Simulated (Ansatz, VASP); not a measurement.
**Two plane-wave programs on Cr**

```
Cr
1.0
     2.59445    0.00000    0.00000
    -1.29723    2.24686    0.00000
     0.00000    0.00000    8.12488
Cr
4
Direct
  0.33333 0.66667 0.37699
  0.66667 0.33333 0.87699
  0.66667 0.33333 0.62301
  0.33333 0.66667 0.12301
```

Alike in both runs: functional r2SCAN; k mesh 21 × 21 × 6; occupations gaussian, width 0.1 eV; no spin polarisation.

Ansatz relaxed the structure, and its values are those at the end. VASP's run is a single point on that final structure, the one shown.

|  | VASP | Ansatz |
| --- | --- | --- |
| version | VASP 6.6.1 | Ansatz 0.2.0 |
| potentials or method | VASP PAW PBE potentials, release 64 (Cr_pv), cutoff 520 eV | scalar-relativistic, plane waves, PAW |
| valence electrons in the cell | 48 | 56 |

Ansatz gave:

* gap on the k mesh at the Fermi level (eV): none
* pressure (GPa): 0.0
* rms of the force components (eV/Å): 0.000

Question: Which values does VASP return?

Answer: gap on the k mesh at the Fermi level (eV): none; pressure (GPa): 1.4; rms of the force components (eV/Å): 0.147.

VASP's potentials were made for PBE, not for r2SCAN. A gap of «none» marks a metal or a gap that the smearing closes. The functional is the same, so the differences come from potentials, cutoffs and numerics. VASP's potentials hold 48 valence electrons a cell and Ansatz's 56, so a difference there can come from the potentials and not from the codes.
